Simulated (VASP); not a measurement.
# TiB2 (P6/mmm) in VASP: a series of runs

TiB2 is run at these levels: PBE; tasks: single point.

Everything below comes from runs of VASP 6.6.1. Logs are shortened: lines on timing, memory, paths and dates and some standing lists are left out, and cuts for length are marked.

### Step 1. The cell of the first run

It takes space group P6/mmm (No. 191, hexagonal). Conventional cell: a = 3.029 Å, b = 3.029 Å, c = 3.228 Å, α = 90.00°, β = 90.00°, γ = 120.00°. Ti (site symmetry 6/mmm) has 12 B at 2.38 Å and 6 Ti at 3.03 Å within 3.1 Å. Within 2.3 Å of B (site symmetry -6m2) lie 3 B at 1.75 Å.

### Step 2. Single point, PBE

File INCAR:

```
SYSTEM = TiB2
  PREC = Accurate
  ENCUT = 500
  EDIFF = 1E-6
  ISMEAR = -1
  SIGMA = 0.05
  LREAL = .FALSE.
  LASPH = .TRUE.
  NELM = 120
  ALGO = Normal
  ISIF = 2
  LWAVE = .FALSE.
  LCHARG = .FALSE.
  GGA = PE
  NBANDS = 16
  GGA_COMPAT = .FALSE.
```

File KPOINTS:

```
Automatic mesh
0
G
  3 3 3
  0 0 0
```

File POSCAR:

```
TiB2
1.0
    3.0292000000      0.0000000000      0.0000000000
   -1.5146000000      2.6233641500      0.0000000000
    0.0000000000      0.0000000000      3.2284000000
Ti B
1 2
Direct
    0.0000000000      0.0000000000      0.0000000000
    0.3333333333      0.6666666667      0.5000000000
    0.6666666667      0.3333333333      0.5000000000
```

Potentials or basis: VASP PAW PBE potentials, release 64 (Ti_sv, B).

Launch:

```console
$ cat potpaw_PBE.64/Ti_sv/POTCAR potpaw_PBE.64/B/POTCAR > POTCAR
$ mpirun -np 1 vasp_std > vasp.out
```

OUTCAR:

```text
SYSTEM = TiB2
   PREC = Accurate
   ENCUT = 500
   EDIFF = 1E-6
   ISMEAR = -1
   LREAL = .FALSE.
   LASPH = .TRUE.
   NELM = 120
   ISIF = 2
   GGA = PE

 ion  position               nearest neighbor table
   1  0.000  0.000  0.000-   2 2.38   2 2.38   3 2.38   3 2.38   2 2.38   3 2.38   2 2.38   3 2.38
                             3 2.38   3 2.38   2 2.38   2 2.38
   2  0.333  0.667  0.500-   3 1.75   3 1.75   3 1.75   1 2.38   1 2.38   1 2.38   1 2.38   1 2.38
                             1 2.38
   3  0.667  0.333  0.500-   2 1.75   2 1.75   2 1.75   1 2.38   1 2.38   1 2.38   1 2.38   1 2.38
                             1 2.38

  LATTYP: Found a hexagonal cell.
 ALAT       =     3.0292000000
 C/A-ratio  =     1.0657599366

  Lattice vectors:

 A1 = (   3.0292000000,   0.0000000000,   0.0000000000)
 A2 = (  -1.5146000000,   2.6233641500,   0.0000000000)
 A3 = (   0.0000000000,   0.0000000000,   3.2284000000)

Analysis of symmetry for initial positions (statically):
=====================================================================
 Subroutine PRICEL returns:
 Original cell was already a primitive cell.

 Routine SETGRP: Setting up the symmetry group for a
 hexagonal supercell.

 Subroutine GETGRP returns: Found 24 space group operations
 (whereof 24 operations were pure point group operations)
 out of a pool of 24 trial point group operations.

The static configuration has the point symmetry D_6h.

Analysis of symmetry for dynamics (positions and initial velocities):
=====================================================================
 Subroutine PRICEL returns:
 Original cell was already a primitive cell.

 Routine SETGRP: Setting up the symmetry group for a
 hexagonal supercell.

 Subroutine GETGRP returns: Found 24 space group operations
 (whereof 24 operations were pure point group operations)
 out of a pool of 24 trial point group operations.

The dynamic configuration has the point symmetry D_6h.

 Subroutine INISYM returns: Found 24 space group operations
 (whereof 24 operations are pure point group operations),
 and found     1 'primitive' translations

----------------------------------------------------------------------------------------

                                     Primitive cell

  volume of cell :      25.6551

  direct lattice vectors                    reciprocal lattice vectors
     3.029200000  0.000000000  0.000000000     0.330120164  0.190594966  0.000000000
    -1.514600000  2.623364150  0.000000000     0.000000000  0.381189931  0.000000000
     0.000000000  0.000000000  3.228400000     0.000000000  0.000000000  0.309750960

  length of vectors
     3.029200000  3.029199997  3.228400000     0.381189931  0.381189931  0.309750960

  position of ions in fractional coordinates (direct lattice)
     0.000000000  0.000000000  0.000000000
     0.333333333  0.666666667  0.500000000
     0.666666667  0.333333333  0.500000000

  ion indices of the primitive-cell ions
   primitive index   ion index
                 1           1
                 2           2
                 3           3

----------------------------------------------------------------------------------------

 KPOINTS: Automatic mesh

Automatic generation of k-mesh.
 Grid dimensions read from file:
 generate k-points for:    3    3    3

 Generating k-lattice:

  Cartesian coordinates                     Fractional coordinates (reciprocal lattice)
     0.110040055  0.063531655  0.000000000     0.333333333  0.000000000  0.000000000
     0.000000000  0.127063310  0.000000000     0.000000000  0.333333333  0.000000000
     0.000000000  0.000000000  0.103250320     0.000000000  0.000000000  0.333333333

  Length of vectors
     0.127063310  0.127063310  0.103250320

  Shift w.r.t. Gamma in fractional coordinates (k-lattice)
     0.000000000  0.000000000  0.000000000

 Subroutine IBZKPT returns following result:
 ===========================================

 Found      6 irreducible k-points:

 Following reciprocal coordinates:
            Coordinates               Weight
  0.000000  0.000000  0.000000      1.000000
  0.333333  0.000000  0.000000      6.000000
  0.333333  0.333333  0.000000      2.000000
  0.000000  0.000000  0.333333      2.000000
  0.333333  0.000000  0.333333     12.000000
  0.333333  0.333333  0.333333      4.000000
   k-points           NKPTS =      6   k-points in BZ     NKDIM =      6   number of bands    NBANDS=     16
   number of dos      NEDOS =    301   number of ions     NIONS =      3
   total plane-waves  NPLWV =  13824
   dimension x,y,z NGX =    24 NGY =   24 NGZ =   24
   dimension x,y,z NGXF=    48 NGYF=   48 NGZF=   48
   ions per type =               1   2
   NGX,Y,Z   is equivalent  to a cutoff of  13.17, 13.17, 12.36 a.u.
   NGXF,Y,Z  is equivalent  to a cutoff of  26.34, 26.34, 24.72 a.u.
 SYSTEM =  TiB2
   PREC   = accura    normal or accurate (medium, high low for compatibility)
   ISTART =      0    job   : 0-new  1-cont  2-samecut
   ICHARG =      2    charge: 1-file 2-atom 10-const
   ISPIN  =      1    spin polarized calculation?
   LNONCOLLINEAR =      F non collinear calculations
   LSORBIT =      F    spin-orbit coupling
   LASPH  =      T    aspherical Exc in radial PAW
   ENCUT  =  500.0 eV  36.75 Ry    6.06 a.u.   5.52  5.52  5.89*2*pi/ulx,y,z
   NELM   =    120;   NELMIN=  2; NELMDL= -5     # of ELM steps
   EDIFF  = 0.1E-05   stopping-criterion for ELM
   LREAL  =      F    real-space projection
   EDIFFG = 0.1E-04   stopping-criterion for IOM
   NSW    =      0    number of steps for IOM
   IBRION =     -1    ionic relax: 0-MD 1-quasi-New 2-CG
   NFREE  =      0    steps in history (QN), initial steepest desc. (CG)
   ISIF   =      2    stress and relaxation
   ISYM   =      2    0-nonsym 1-usesym 2-fastsym
   POTIM  = 0.5000    time-step for ionic-motion
   TEBEG  =    0.0;   TEEND  =   0.0 temperature during run
   PSTRESS=    0.0 pullay stress
   NELECT =      18.0000    total number of electrons
   NUPDOWN=      -1.0000    fix difference up-down
   EMIN   =  10.00;   EMAX   =-10.00  energy-range for DOS
   EFERMI =   0.00;   METHOD = LEGACY
   ISMEAR =    -1;   SIGMA  =   0.05  broadening in eV -4-tet -1-fermi 0-gaus
   EFERMI_NEDOS =   21; number of points for ismear=-14 and -15
   IALGO  =     38    algorithm
   IMIX   =      4    mixing-type and parameters
     AMIX     =   0.40;   BMIX     =  1.00
     AMIX_MAG =   1.60;   BMIX_MAG =  1.00
  volume/ion in A,a.u.               =       8.55        57.71
  Fermi-wavevector in a.u.,A,eV,Ry     =   1.454703  2.748990 28.792122  2.116161
  Thomas-Fermi vector in A             =   2.571823
   LORBIT       =      0    0 simple, 1 ext, 2 COOP (PROOUT), +10 PAW based schemes
   GGA     = PE    functional components
   LHFCALC =     F    Hartree Fock is set to
   AEXX    =    0.0000 exact exchange contribution
   IVDW    =     0    specifies the selected vdW correction
   LEPSILON=     F    determine dielectric tensor
   LRPA    =     F    only Hartree local field effects (RPA)
 non-spin polarized calculation
  energy-cutoff  :      500.00
  volume of cell :       25.66
 maximum number of plane-waves:       678
 NGX is ok and might be reduce to    24
   NGX = 11   NGY = 11   NGZ = 11

 number of electron      18.0000002 magnetization

 Free energy of the ion-electron system (eV)
  ---------------------------------------------------
  ext. energy  EPLUGINS =         0.00000000
  ---------------------------------------------------
  free energy    TOTEN  =       -24.49923232 eV

  energy without entropy =      -24.48896347  energy(sigma->0) =      -24.49409789

 E-fermi :  10.1694     XC(G=0): -12.7657

 val. band max:       10.1694381351   @ k =   0.0000   0.0000   0.3333
 cond. band min:      10.1694382180   @ k =   0.0000   0.0000   0.3333
 fundamental gap:      0.0000000829
 Fermi energy:        10.1694381710

 k-point     1 :       0.0000    0.0000    0.0000
  band No.  band energies     occupation
      1     -47.0027      2.00000
      2     -23.3467      2.00000
      3     -23.0410      2.00000
      4     -23.0410      2.00000
      5      -3.4815      2.00000
      6       7.4119      2.00000
      7       7.4119      2.00000
      8       7.6910      2.00000
      9       7.8644      2.00000
     10      11.8532      0.00000
     11      11.8532      0.00000
     12      13.6442      0.00000
     13      13.6442      0.00000
     14      15.8017      0.00000
     15      15.8017      0.00000
     16      16.9366      0.00000

 k-point     2 :       0.3333    0.0000    0.0000
  band No.  band energies     occupation
      1     -46.9620      2.00000
      2     -23.3454      2.00000
      3     -23.2951      2.00000
      4     -23.1110      2.00000
      5      -1.4767      2.00000
      6       3.3838      2.00000
      7       6.9071      2.00000
      8       6.9758      2.00000
      9       8.0067      2.00000
     10      11.4326      0.00000
     11      12.3299      0.00000
     12      12.4974      0.00000
     13      13.5422      0.00000
     14      17.0718      0.00000
     15      17.3625      0.00000
     16      18.9156      0.00000

 k-point     3 :       0.3333    0.3333    0.0000
  band No.  band energies     occupation
      1     -46.9415      2.00000
      2     -23.3213      2.00000
      3     -23.3213      2.00000
      4     -23.2692      2.00000
      5       1.7083      2.00000
      6       1.7083      2.00000
      7       2.6863      2.00000
      8       8.1303      2.00000
      9       8.1303      2.00000
     10      11.3418      0.00000
     11      11.3418      0.00000
     12      11.9687      0.00000
     13      16.9069      0.00000
     14      16.9069      0.00000
     15      20.1424      0.00000
     16      20.1424      0.00000

 k-point     4 :       0.0000    0.0000    0.3333
  band No.  band energies     occupation
      1     -46.9919      2.00000
      2     -23.4956      2.00000
      3     -23.0291      2.00000
      4     -23.0291      2.00000
      5      -2.2153      2.00000
      6       3.4632      2.00000
      7       8.5379      2.00000
      8       8.5379      2.00000
      9      10.1694      1.00000
     10      10.1694      1.00000
     11      11.0047      0.00000
     12      11.6201      0.00000
     13      11.6201      0.00000
     14      16.6574      0.00000
     15      19.1264      0.00000
     16      19.1264      0.00000

 k-point     5 :       0.3333    0.0000    0.3333
  band No.  band energies     occupation
      1     -46.9515      2.00000
      2     -23.4302      2.00000
      3     -23.3241      2.00000
      4     -23.0958      2.00000
      5      -0.7694      2.00000
      6       3.6274      2.00000
      7       5.4837      2.00000
      8       6.1243      2.00000
      9       8.0226      2.00000
     10      11.6796      0.00000
     11      11.8969      0.00000
     12      13.7060      0.00000
     13      13.9340      0.00000
     14      15.7926      0.00000
     15      17.8567      0.00000
     16      22.2148      0.00000

 k-point     6 :       0.3333    0.3333    0.3333
  band No.  band energies     occupation
      1     -46.9313      2.00000
      2     -23.3970      2.00000
      3     -23.3002      2.00000
      4     -23.3002      2.00000
      5       1.5283      2.00000
      6       1.5283      2.00000
      7       3.8487      2.00000
      8       7.0526      2.00000
      9       7.0526      2.00000
     10      12.3746      0.00000
     11      13.2836      0.00000
     12      13.2836      0.00000
     13      15.2600      0.00000
     14      15.2600      0.00000
     15      17.8965      0.00000
     16      21.2272      0.00000

------------------------ aborting loop because EDIFF is reached ----------------------------------------

  FORCE on cell =-STRESS in cart. coord.  units (eV):
  Direction    XX          YY          ZZ          XY          YZ          ZX
  --------------------------------------------------------------------------------------
  -------------------------------------------------------------------------------------
  Total        0.2563629      0.2563629     -0.8016101      0.0000000      0.0000000      0.0000000
  in kB       16.0100212     16.0100211    -50.0610412      0.0000000      0.0000000      0.0000000
  external PRESSURE =      -6.0136663 kB  Pullay stress =       0.0000000 kB

 VOLUME and BASIS-vectors are now :
 -----------------------------------------------------------------------------
  energy-cutoff  :      500.00
  volume of cell :       25.66
      direct lattice vectors                 reciprocal lattice vectors
     3.029200000  0.000000000  0.000000000     0.330120164  0.190594966  0.000000000
    -1.514600000  2.623364150  0.000000000     0.000000000  0.381189931  0.000000000
     0.000000000  0.000000000  3.228400000     0.000000000  0.000000000  0.309750960

 POSITION                                       TOTAL-FORCE (eV/Angst)
 -----------------------------------------------------------------------------------
      0.00000      0.00000      0.00000        -0.000000      0.000000      0.000000
     -0.00000      1.74891      1.61420         0.000000      0.000000     -0.000000
      1.51460      0.87445      1.61420        -0.000000     -0.000000      0.000000
 -----------------------------------------------------------------------------------
    total drift:                               -0.000000      0.000000      0.000000

  FREE ENERGIE OF THE ION-ELECTRON SYSTEM (eV)
  ---------------------------------------------------
  free  energy   TOTEN  =       -24.4992323205 eV

  energy  without entropy=      -24.4889634661  energy(sigma->0) =      -24.49409789
```

It took 4.2 s on 1 thread of Intel Xeon Platinum 8488C (Sapphire Rapids), shared host; peak memory 0.13 GiB.

What came out:

```
Free energy            : -24.4992 eV
Pressure               : -0.6 GPa
Band gap on the k mesh : zero (filled and empty bands touch)
```

Stress tensor (GPa, compression positive):
```
 1.60  0.00  0.00
 0.00  1.60  0.00
 0.00  0.00 -5.01
```

Caveat: the k points lie up to 0.80 Å⁻¹ apart.

### Step 3. Single point, PBE

File INCAR:

```
SYSTEM = TiB2
PREC = Accurate ; ENCUT = 500
EDIFF = 1E-6 ; ISMEAR = -1
SIGMA = 0.05 ; LREAL = .FALSE.
LASPH = .TRUE. ; NELM = 120
ALGO = Normal ; ISIF = 2
LWAVE = .FALSE. ; LCHARG = .FALSE.
GGA = PE ; NBANDS = 16
GGA_COMPAT = .FALSE.
```

File KPOINTS:

```
regular mesh
0
G
  4 4 4
  0 0 0
```

POSCAR is that of step 2.

Potentials or basis: VASP PAW PBE potentials, release 64 (Ti_sv, B).

Launch:

```console
$ cat potpaw_PBE.64/Ti_sv/POTCAR potpaw_PBE.64/B/POTCAR > POTCAR
$ mpirun -np 1 vasp_std > vasp.out
```

OUTCAR:

```text
SYSTEM = TiB2
   PREC = Accurate
   ENCUT = 500
   EDIFF = 1E-6
   ISMEAR = -1
   LREAL = .FALSE.
   LASPH = .TRUE.
   NELM = 120
   ISIF = 2
   GGA = PE

 ion  position               nearest neighbor table
   1  0.000  0.000  0.000-   2 2.38   2 2.38   3 2.38   3 2.38   2 2.38   3 2.38   2 2.38   3 2.38
                             3 2.38   3 2.38   2 2.38   2 2.38
   2  0.333  0.667  0.500-   3 1.75   3 1.75   3 1.75   1 2.38   1 2.38   1 2.38   1 2.38   1 2.38
                             1 2.38
   3  0.667  0.333  0.500-   2 1.75   2 1.75   2 1.75   1 2.38   1 2.38   1 2.38   1 2.38   1 2.38
                             1 2.38

  LATTYP: Found a hexagonal cell.
[... 411 lines left out ...]
  --------------------------------------------------------------------------------------
  -------------------------------------------------------------------------------------
  Total        0.1652455      0.1652455     -0.1111042      0.0000000      0.0000000      0.0000000
  in kB       10.3196828     10.3196828     -6.9385248      0.0000000      0.0000000      0.0000000
  external PRESSURE =       4.5669469 kB  Pullay stress =       0.0000000 kB

 VOLUME and BASIS-vectors are now :
 -----------------------------------------------------------------------------
  energy-cutoff  :      500.00
  volume of cell :       25.66
      direct lattice vectors                 reciprocal lattice vectors
     3.029200000  0.000000000  0.000000000     0.330120164  0.190594966  0.000000000
    -1.514600000  2.623364150  0.000000000     0.000000000  0.381189931  0.000000000
     0.000000000  0.000000000  3.228400000     0.000000000  0.000000000  0.309750960

 POSITION                                       TOTAL-FORCE (eV/Angst)
 -----------------------------------------------------------------------------------
      0.00000      0.00000      0.00000        -0.000000     -0.000000     -0.000000
     -0.00000      1.74891      1.61420         0.000000     -0.000000      0.000000
      1.51460      0.87445      1.61420        -0.000000      0.000000     -0.000000
 -----------------------------------------------------------------------------------
    total drift:                               -0.000000      0.000000      0.000000

  FREE ENERGIE OF THE ION-ELECTRON SYSTEM (eV)
  ---------------------------------------------------
  free  energy   TOTEN  =       -24.4091190168 eV

  energy  without entropy=      -24.4044909556  energy(sigma->0) =      -24.40680499
```

OSZICAR:

```text
N       E                     dE             d eps       ncg     rms          rms(c)
DAV:   1     0.119127960915E+03    0.11913E+03   -0.92196E+03   384   0.127E+03
DAV:   2    -0.230584089255E+02   -0.14219E+03   -0.13731E+03   448   0.339E+02
DAV:   3    -0.295632670543E+02   -0.65049E+01   -0.64266E+01   544   0.707E+01
DAV:   4    -0.296908392097E+02   -0.12757E+00   -0.12754E+00   488   0.865E+00
DAV:   5    -0.296933472838E+02   -0.25081E-02   -0.25081E-02   536   0.105E+00    0.167E+01
DAV:   6    -0.244272479472E+02    0.52661E+01   -0.21455E+01   560   0.486E+01    0.387E+00
DAV:   7    -0.244077066876E+02    0.19541E-01   -0.10297E+00   400   0.115E+01    0.330E+00
DAV:   8    -0.244105097622E+02   -0.28031E-02   -0.77716E-02   560   0.229E+00    0.794E-01
DAV:   9    -0.244096054220E+02    0.90434E-03   -0.34183E-02   456   0.233E+00    0.264E-01
DAV:  10    -0.244091193914E+02    0.48603E-03   -0.20236E-03   488   0.534E-01    0.741E-02
DAV:  11    -0.244091407531E+02   -0.21362E-04   -0.87273E-04   432   0.348E-01    0.622E-02
DAV:  12    -0.244091194358E+02    0.21317E-04   -0.17211E-04   432   0.171E-01    0.108E-02
DAV:  13    -0.244091190168E+02    0.41900E-06   -0.41946E-06   424   0.199E-02
   1 F= -.24409119E+02 E0= -.24406805E+02  d E =-.462806E-02
```

It took 6 s on 1 thread of Intel Xeon Platinum 8488C (Sapphire Rapids), shared host; peak memory 0.13 GiB.

Results:

| Property | Result |
| --- | --- |
| Free energy | -24.4091 eV |
| Pressure | 0.5 GPa |
| Band gap on the k mesh | zero (band 9 reaches 10.38 eV, above the bottom of band 10 at 9.82 eV) |

Caveat: the k points lie up to 0.60 Å⁻¹ apart.

### Step 4. Single point, PBE

File INCAR:

```
SYSTEM = TiB2
PREC = Accurate
ENCUT = 500
EDIFF = 1E-6
ISMEAR = -1
SIGMA = 0.05
LREAL = .False.
LASPH = .True.
NELM = 120
ALGO = Normal
ISIF = 2
LWAVE = .False.
LCHARG = .False.
GGA = PE
NBANDS = 16
GGA_COMPAT = .False.
```

File KPOINTS:

```
regular mesh
0
Gamma
  5 5 4
  0 0 0
```

POSCAR is that of step 3.

Launch:

```console
$ cat potpaw_PBE.64/Ti_sv/POTCAR potpaw_PBE.64/B/POTCAR > POTCAR
$ mpirun -np 1 vasp_std > vasp.out
```

Run time: 8.6 s. Hardware: 1 thread of Intel Xeon Platinum 8488C (Sapphire Rapids), shared host; peak memory 0.13 GiB.

The run converged. Its results:

```
Free energy            : -24.4067 eV
Pressure               : 0.6 GPa
Band gap on the k mesh : zero (band 9 reaches 10.38 eV, above the bottom of band 10 at 9.82 eV)
```

Stress tensor (GPa, compression positive):
```
 1.58  0.00  0.00
 0.00  1.58  0.00
 0.00  0.00 -1.32
```

Levels at points of the mesh, in eV from the Fermi level:
```csv
k point,band 5,band 6,band 7,band 8,band 9,band 10,band 11,band 12,band 13,band 14
"(0.00, 0.00, 0.00)",-13.39,-2.49,-2.49,-2.21,-2.01,1.99,1.99,3.75,3.75,5.88
"(0.00, 0.00, 0.50)",-11.47,-7.50,-0.43,-0.43,-0.08,-0.08,0.53,0.53,1.74,6.67
```

Caveat: the k points lie up to 0.49 Å⁻¹ apart.

### Step 5. The runs side by side

| k mesh | gap on the mesh (eV) | pressure (GPa) |
| --- | --- | --- |
| 3 × 3 × 3 | none | -0.6 |
| 4 × 4 × 4 | none | 0.5 |
| 5 × 5 × 4 | none | 0.6 |

Alike in all rows: task single point; level PBE; potentials or basis VASP PAW PBE potentials, release 64 (Ti_sv, B); no spin polarisation; cell as given; cutoff (eV) 500; smearing fermi-dirac 0.05 eV.

Caveats: all runs use coarse meshes.

Total energies depend on the potentials used, so only differences within one code and one set of settings carry meaning.
